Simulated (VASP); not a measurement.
A run of VASP 6.6.1 is set up as follows.

Contents of INCAR:

```
SYSTEM = BiS
  ALGO = Normal
  EDIFF = 1E-6
  ENCUT = 520
  GGA = PS
  ISIF = 2
  ISMEAR = 0
  LASPH = .True.
  LCHARG = .True.
  LELF = .True.
  LREAL = .False.
  LVHAR = .True.
  LWAVE = .False.
  NBANDS = 18
  NELM = 60
  PREC = Accurate
  SIGMA = 0.05
```

The input KPOINTS:

```
k-points
0
Gamma
  8 8 8
  0 0 0
```

Contents of POSCAR:

```
BiS
1.0
    0.0000000000      3.2573813085      3.2573813085
    3.2573813085      0.0000000000      3.2573813085
    3.2573813085      3.2573813085      0.0000000000
Bi S
1 1
Direct
    0.0000000000      0.0000000000      0.0000000000
    0.2500000000      0.2500000000      0.2500000000
```

Potentials or basis: VASP PAW PBE potentials, release 64 (Bi_d, S).

Command:

```sh
$ cat potpaw_PBE.64/Bi_d/POTCAR potpaw_PBE.64/S/POTCAR > POTCAR
$ mpirun -np 1 vasp_std > vasp.out
```

Problem. Predict the pressure.

Solution. -1.7 GPa.

Caveat: the PAW data sets were made with another functional, which shifts forces and pressure a little.
